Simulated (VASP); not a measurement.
Sr3Bi, 4 atoms in the cell. It takes space group Fm-3m (No. 225, cubic). The conventional cell has a = 9.403 Å, b = 9.403 Å, c = 9.403 Å, α = 90.00°, β = 90.00°, γ = 90.00°. Sr (site symmetry m-3m) has 8 Sr at 4.07 Å and 6 Bi at 4.70 Å within 5.3 Å. Sr (site symmetry -43m) has 10 Sr at 4.07 to 4.70 Å and 4 Bi at 4.07 Å within 5.3 Å. Bi (site symmetry m-3m) has 14 Sr at 4.07 to 4.70 Å within 5.3 Å. 

```yaml
Program: VASP 6.6.1
Task: single point
Functional: PBE
Potentials_or_basis: VASP PAW PBE potentials, release 64 (Sr_sv, Bi_d)
Cutoff: 520 eV
k_mesh: 4 × 4 × 4
Occupations: gaussian, width 0.1 eV
Spin: no spin polarisation
Dipole_correction: no
Further_INCAR_settings: ALGO = Normal; EDIFF = 1e-07; NBANDS = 30
```

Potentials or basis: VASP PAW PBE potentials, release 64 (Sr_sv, Bi_d).

Launch:

```bash
$ cat potpaw_PBE.64/Sr_sv/POTCAR potpaw_PBE.64/Bi_d/POTCAR > POTCAR
$ mpirun -np 1 vasp_std > vasp.out
```

Hardware: 1 thread of Intel Xeon 6975P-C, on a shared host.

Q: Estimate the wall time of this run.

A: It took 67 s on 1 thread of Intel Xeon 6975P-C (shared host), peak memory 0.36 GiB. Counts: scf iterations 15, k points 8.
